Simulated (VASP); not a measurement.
A run of VASP 6.6.1:

File INCAR:

```
ALGO     = Normal         # electronic algorithm
EDIFF    = 1E-6           # SCF threshold, eV
ENCUT    = 520            # plane-wave cutoff, eV
GGA      = PE             # functional
ISIF     = 2              # what is computed and relaxed
ISMEAR   = -1             # smearing method
LASPH    = T              # aspherical terms in the spheres
LCHARG   = F              # write CHGCAR
LREAL    = F              # projectors in reciprocal space
LWAVE    = F              # write WAVECAR
NBANDS   = 16             # bands
NELM     = 100            # most SCF steps
PREC     = Accurate       # precision mode
SIGMA    = 0.02           # smearing width, eV
```

Contents of KPOINTS:

```
k-points
0
Gamma
  8 8 8
```

File POSCAR:

```
GaAs
1.0
    0.0000000000      2.7905888177      2.8692094531
    2.7905888177      0.0000000000      2.8692094531
    2.7905888177      2.7905888177      0.0000000000
Ga As
1 1
Direct
    0.0000000000      0.0000000000      0.0000000000
    0.2500000000      0.2500000000      0.2500000000
```

Potentials or basis: VASP PAW PBE potentials, release 64 (Ga_d, As).

Run with:

```console
$ cat potpaw_PBE.64/Ga_d/POTCAR potpaw_PBE.64/As/POTCAR > POTCAR
$ mpirun -np 1 vasp_std > vasp.out
```

Hardware: 1 thread of Intel(R) Xeon(R) Platinum 8375C CPU @ 2.90GHz (Ice Lake), with other jobs on the host.

Q: How long does it take, and how much memory?

A: Wall time 31 s on 1 thread of Intel(R) Xeon(R) Platinum 8375C CPU @ 2.90GHz (Ice Lake) (shared host), peak memory 0.19 GiB. Counts: scf iterations 12, k points 59.
